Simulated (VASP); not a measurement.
# Cu in VASP: a series of runs

Cu is run at these levels: PBEsol; tasks: single point.

Program: VASP 6.6.1. These are calculated values, not measurements. Logs are shortened: lines on timing, memory, paths and dates and some standing lists are left out, and cuts for length are marked.

## (1) The cell of the first run

The cell holds a slab with vacuum, 12 atoms: a = 2.521 Å, b = 4.117 Å, c = 27.370 Å, α = 90.00°, β = 90.00°, γ = 90.00°.

## (2) Single point, PBEsol

Input file INCAR:

```
PREC = Accurate
ENCUT = 520
EDIFF = 1E-6
ISMEAR = 0
SIGMA = 0.1
LREAL = F
LASPH = T
NELM = 80
ALGO = Normal
ISIF = 2
LWAVE = F
LCHARG = F
LDIPOL = T
IDIPOL = 3
DIPOL = 0.5 0.5 0.500
GGA = PS
NBANDS = 78
```

Input file KPOINTS:

```
Automatic mesh
0
Gamma
  14 9 1
```

Input file POSCAR:

```
Cu
1.0
    2.5205910259      0.0000000000      0.0000000000
    0.0000000000      4.1165232698      0.0000000000
    0.0000000000      0.0000000000     27.3697432123
Cu
12
Direct
    0.0000000000      0.2500000000      0.2740252235
    0.0000000000      0.7500000000      0.3271957591
    0.5000000000      0.2500000000      0.3537810269
    0.5000000000      0.7500000000      0.4069515626
    0.0000000000      0.2500000000      0.4335368304
    0.0000000000      0.7500000000      0.4867073661
    0.5000000000      0.2500000000      0.5132926339
    0.5000000000      0.7500000000      0.5664631696
    0.0000000000      0.2500000000      0.5930484374
    0.0000000000      0.7500000000      0.6462189731
    0.5000000000      0.2500000000      0.6728042409
    0.5000000000      0.7500000000      0.7259747765
```

Potentials or basis: VASP PAW PBE potentials, release 64 (Cu).

Command:

```
$ cat potpaw_PBE.64/Cu/POTCAR > POTCAR
$ mpirun -np 1 vasp_std > vasp.out
```

OUTCAR:

```text
PREC = Accurate
   ENCUT = 520
   EDIFF = 1E-6
   ISMEAR = 0
   LREAL = F
   LASPH = T
   NELM = 80
   ISIF = 2
   GGA = PS

 ion  position               nearest neighbor table
   1  0.000  0.250  0.274-   3 2.52   3 2.52   2 2.52   2 2.52
   2  0.000  0.750  0.327-   4 2.52   4 2.52   1 2.52   1 2.52   3 2.52   3 2.52   3 2.52   3 2.52

   3  0.500  0.250  0.354-   1 2.52   1 2.52   5 2.52   5 2.52   2 2.52   2 2.52   2 2.52   2 2.52
                             4 2.52   4 2.52
   4  0.500  0.750  0.407-   2 2.52   6 2.52   2 2.52   6 2.52   5 2.52   5 2.52   5 2.52   5 2.52
                             3 2.52   3 2.52
   5  0.000  0.250  0.434-   3 2.52   7 2.52   3 2.52   7 2.52   4 2.52   4 2.52   4 2.52   4 2.52
                             6 2.52   6 2.52
   6  0.000  0.750  0.487-   4 2.52   8 2.52   4 2.52   8 2.52   7 2.52   7 2.52   7 2.52   7 2.52
                             5 2.52   5 2.52
   7  0.500  0.250  0.513-   5 2.52   9 2.52   5 2.52   9 2.52   6 2.52   6 2.52   6 2.52   6 2.52
                             8 2.52   8 2.52
   8  0.500  0.750  0.566-   6 2.52  10 2.52   6 2.52  10 2.52   9 2.52   9 2.52   9 2.52   9 2.52
                             7 2.52   7 2.52
   9  0.000  0.250  0.593-   7 2.52  11 2.52   7 2.52  11 2.52   8 2.52   8 2.52   8 2.52   8 2.52
                            10 2.52  10 2.52
  10  0.000  0.750  0.646-  12 2.52  12 2.52   8 2.52   8 2.52  11 2.52  11 2.52  11 2.52  11 2.52
                             9 2.52   9 2.52
  11  0.500  0.250  0.673-   9 2.52   9 2.52  12 2.52  12 2.52  10 2.52  10 2.52  10 2.52  10 2.52

  12  0.500  0.750  0.726-  10 2.52  10 2.52  11 2.52  11 2.52

  LATTYP: Found a simple orthorhombic cell.
 ALAT       =     2.5205910259
 B/A-ratio  =     1.6331579489
 C/A-ratio  =    10.8584625316

  Lattice vectors:

 A1 = (   2.5205910259,   0.0000000000,   0.0000000000)
 A2 = (   0.0000000000,   4.1165232698,   0.0000000000)
 A3 = (   0.0000000000,   0.0000000000,  27.3697432123)

Analysis of symmetry for initial positions (statically):
=====================================================================
 Subroutine PRICEL returns:
 Original cell was already a primitive cell.

 Routine SETGRP: Setting up the symmetry group for a
 simple orthorhombic supercell.

 Subroutine GETGRP returns: Found  8 space group operations
 (whereof  2 operations were pure point group operations)
 out of a pool of  8 trial point group operations.

The static configuration has the point symmetry C_1h.
 The point group associated with its full space group is D_2h.

Analysis of symmetry for dynamics (positions and initial velocities):
=====================================================================
 Subroutine PRICEL returns:
 Original cell was already a primitive cell.

 Routine SETGRP: Setting up the symmetry group for a
 simple orthorhombic supercell.

 Subroutine GETGRP returns: Found  8 space group operations
 (whereof  2 operations were pure point group operations)
 out of a pool of  8 trial point group operations.

The dynamic configuration has the point symmetry C_1h.
 The point group associated with its full space group is D_2h.

 Subroutine INISYM returns: Found  8 space group operations
 (whereof  2 operations are pure point group operations),
 and found     1 'primitive' translations

----------------------------------------------------------------------------------------

                                     Primitive cell

  volume of cell :     283.9904

  direct lattice vectors                    reciprocal lattice vectors
     2.520591026  0.000000000  0.000000000     0.396732350  0.000000000  0.000000000
     0.000000000  4.116523270  0.000000000     0.000000000  0.242923442  0.000000000
     0.000000000  0.000000000 27.369743212     0.000000000  0.000000000  0.036536696

  length of vectors
     2.520591026  4.116523270 27.369743212     0.396732350  0.242923442  0.036536696

  position of ions in fractional coordinates (direct lattice)
     0.000000000  0.250000000  0.274025223
     0.000000000  0.750000000  0.327195759
     0.500000000  0.250000000  0.353781027
     0.500000000  0.750000000  0.406951563
     0.000000000  0.250000000  0.433536830
     0.000000000  0.750000000  0.486707366
     0.500000000  0.250000000  0.513292634
     0.500000000  0.750000000  0.566463170
     0.000000000  0.250000000  0.593048437
[... 39 lines left out ...]

 Subroutine IBZKPT returns following result:
 ===========================================

 Found     40 irreducible k-points:

 Following reciprocal coordinates:
            Coordinates               Weight
  0.000000  0.000000  0.000000      1.000000
  0.071429  0.000000  0.000000      2.000000
  0.142857  0.000000  0.000000      2.000000
  0.214286  0.000000  0.000000      2.000000
  0.285714  0.000000  0.000000      2.000000
  0.357143  0.000000  0.000000      2.000000
[... 16 lines left out ...]
  0.428571  0.222222  0.000000      4.000000
  0.500000  0.222222  0.000000      2.000000
 [... further k-points ...]
   k-points           NKPTS =     40   k-points in BZ     NKDIM =     40   number of bands    NBANDS=     78
   number of dos      NEDOS =    301   number of ions     NIONS =     12
   total plane-waves  NPLWV = 134400
   dimension x,y,z NGX =    20 NGY =   32 NGZ =  210
   dimension x,y,z NGXF=    40 NGYF=   64 NGZF=  420
   ions per type =              12
   NGX,Y,Z   is equivalent  to a cutoff of  13.19, 12.92, 12.76 a.u.
   NGXF,Y,Z  is equivalent  to a cutoff of  26.38, 25.85, 25.51 a.u.
 SYSTEM =  unknown system
   PREC   = accura    normal or accurate (medium, high low for compatibility)
   ISTART =      0    job   : 0-new  1-cont  2-samecut
   ICHARG =      2    charge: 1-file 2-atom 10-const
   ISPIN  =      1    spin polarized calculation?
   LNONCOLLINEAR =      F non collinear calculations
   LSORBIT =      F    spin-orbit coupling
   LASPH  =      T    aspherical Exc in radial PAW
   ENCUT  =  520.0 eV  38.22 Ry    6.18 a.u.   4.69  7.65 50.89*2*pi/ulx,y,z
   NELM   =     80;   NELMIN=  2; NELMDL= -5     # of ELM steps
   EDIFF  = 0.1E-05   stopping-criterion for ELM
   LREAL  =      F    real-space projection
   EDIFFG = 0.1E-04   stopping-criterion for IOM
   NSW    =      0    number of steps for IOM
   IBRION =     -1    ionic relax: 0-MD 1-quasi-New 2-CG
   NFREE  =      0    steps in history (QN), initial steepest desc. (CG)
   ISIF   =      2    stress and relaxation
   ISYM   =      2    0-nonsym 1-usesym 2-fastsym
   POTIM  = 0.5000    time-step for ionic-motion
   TEBEG  =    0.0;   TEEND  =   0.0 temperature during run
   PSTRESS=    0.0 pullay stress
   NELECT =     132.0000    total number of electrons
   NUPDOWN=      -1.0000    fix difference up-down
   EMIN   =  10.00;   EMAX   =-10.00  energy-range for DOS
   EFERMI =   0.00;   METHOD = LEGACY
   ISMEAR =     0;   SIGMA  =   0.10  broadening in eV -4-tet -1-fermi 0-gaus
   EFERMI_NEDOS =   21; number of points for ismear=-14 and -15
   IALGO  =     38    algorithm
   IMIX   =      4    mixing-type and parameters
     AMIX     =   0.40;   BMIX     =  1.00
     AMIX_MAG =   1.60;   BMIX_MAG =  1.00
  volume/ion in A,a.u.               =      23.67       159.71
  Fermi-wavevector in a.u.,A,eV,Ry     =   1.268133  2.396424 21.880374  1.608162
  Thomas-Fermi vector in A             =   2.401244
   LORBIT       =      0    0 simple, 1 ext, 2 COOP (PROOUT), +10 PAW based schemes
   GGA     = PS    functional components
   LHFCALC =     F    Hartree Fock is set to
   AEXX    =    0.0000 exact exchange contribution
   IVDW    =     0    specifies the selected vdW correction
   LEPSILON=     F    determine dielectric tensor
   LRPA    =     F    only Hartree local field effects (RPA)
 non-spin polarized calculation
 Gauss-broadening in eV      SIGMA  =   0.10
  energy-cutoff  :      520.00
  volume of cell :      283.99
 maximum number of plane-waves:      7702
 NGX is ok and might be reduce to    20
   NGX =  9   NGY = 15   NGZ =101

 dipolmoment           0.000000      0.000000     -0.000000 electrons x Angstroem

 number of electron     131.9999891 magnetization

 dipolmoment           0.000000      0.000000      0.000000 electrons x Angstroem

 Free energy of the ion-electron system (eV)
  ---------------------------------------------------
  ext. energy  EPLUGINS =         0.00000000
  ---------------------------------------------------
  free energy    TOTEN  =       -48.75390054 eV

  energy without entropy =      -48.73670460  energy(sigma->0) =      -48.74530257

 E-fermi :   1.6561     XC(G=0):  -7.1035

 val. band max:        1.6324030447   @ k =   0.4286   0.2222   0.0000
 cond. band min:       1.6844315523   @ k =   0.2143   0.1111   0.0000
 fundamental gap:      0.0520285075
 Fermi energy:         1.6561366759

 k-point     1 :       0.0000    0.0000    0.0000
  band No.  band energies     occupation
      1      -7.8448      2.00000
      2      -7.2051      2.00000
      3      -6.2115      2.00000
      4      -5.0371      2.00000
      5      -3.9496      2.00000
      6      -3.5613      2.00000
[... 1933 lines left out ...]
     77       7.8164      0.00000
     78       7.8164      0.00000

 [... further k-points ...]

------------------------ aborting loop because EDIFF is reached ----------------------------------------

 vacuum level on the upper side and lower side of the slab       (xc-potential included)        -0.130        -0.130

  FORCE on cell =-STRESS in cart. coord.  units (eV):
  Direction    XX          YY          ZZ          XY          YZ          ZX
  --------------------------------------------------------------------------------------
  -------------------------------------------------------------------------------------
  Total       -2.4904000     -1.9327797     -2.5562796     -0.0000000      0.0000000      0.0000000
  in kB      -14.0499900    -10.9040855    -14.4216598     -0.0000000      0.0000000      0.0000000
  external PRESSURE =     -13.1252451 kB  Pullay stress =       0.0000000 kB

 VOLUME and BASIS-vectors are now :
 -----------------------------------------------------------------------------
  energy-cutoff  :      520.00
  volume of cell :      283.99
      direct lattice vectors                 reciprocal lattice vectors
     2.520591026  0.000000000  0.000000000     0.396732350  0.000000000  0.000000000
     0.000000000  4.116523270  0.000000000     0.000000000  0.242923442  0.000000000
     0.000000000  0.000000000 27.369743212     0.000000000  0.000000000  0.036536696

 POSITION                                       TOTAL-FORCE (eV/Angst)
 -----------------------------------------------------------------------------------
      0.00000      1.02913      7.50000        -0.000000     -0.000000      0.641712
      0.00000      3.08739      8.95526        -0.000000     -0.000000     -0.314801
      1.26030      1.02913      9.68290         0.000000      0.000000     -0.301685
      1.26030      3.08739     11.13816        -0.000000      0.000000     -0.034654
      0.00000      1.02913     11.86579        -0.000000     -0.000000      0.028640
      0.00000      3.08739     13.32106         0.000000     -0.000000     -0.014080
      1.26030      1.02913     14.04869         0.000000     -0.000000      0.014080
      1.26030      3.08739     15.50395        -0.000000      0.000000     -0.028640
      0.00000      1.02913     16.23158        -0.000000     -0.000000      0.034654
      0.00000      3.08739     17.68685         0.000000     -0.000000      0.301685
      1.26030      1.02913     18.41448        -0.000000     -0.000000      0.314801
      1.26030      3.08739     19.86974         0.000000      0.000000     -0.641712
 -----------------------------------------------------------------------------------
    total drift:                               -0.000000      0.000000      0.000000

  FREE ENERGIE OF THE ION-ELECTRON SYSTEM (eV)
  ---------------------------------------------------
  free  energy   TOTEN  =       -48.7539005375 eV

  energy  without entropy=      -48.7367045995  energy(sigma->0) =      -48.74530257

 vacuum level on the upper side and lower side of the slab         5.723         5.723
```

It took 18 min on 1 thread of AMD EPYC 9R45 (Zen 5), shared host; peak memory 0.7 GiB.

What came out:

```
Free energy            : -48.7539 eV
Largest force          : 0.642 eV/Å
Band gap on the k mesh : zero (bands 66 and 67 overlap by 2.99 eV)
```

Forces in eV/Å, atoms in the order of the input:
```
Cu   0.000  0.000  0.642
Cu   0.000  0.000 -0.315
Cu   0.000  0.000 -0.302
Cu   0.000  0.000 -0.035
Cu   0.000  0.000  0.029
Cu   0.000  0.000 -0.014
Cu   0.000  0.000  0.014
Cu   0.000  0.000 -0.029
Cu   0.000  0.000  0.035
Cu   0.000  0.000  0.302
Cu   0.000  0.000  0.315
Cu   0.000  0.000 -0.642
```

Caveat: the PAW data sets were made with another functional, which shifts forces and pressure a little.

(Part 1 of 2 ends here.)

The gap in the log of VASP goes by the Fermi energy; the results here count the filled bands.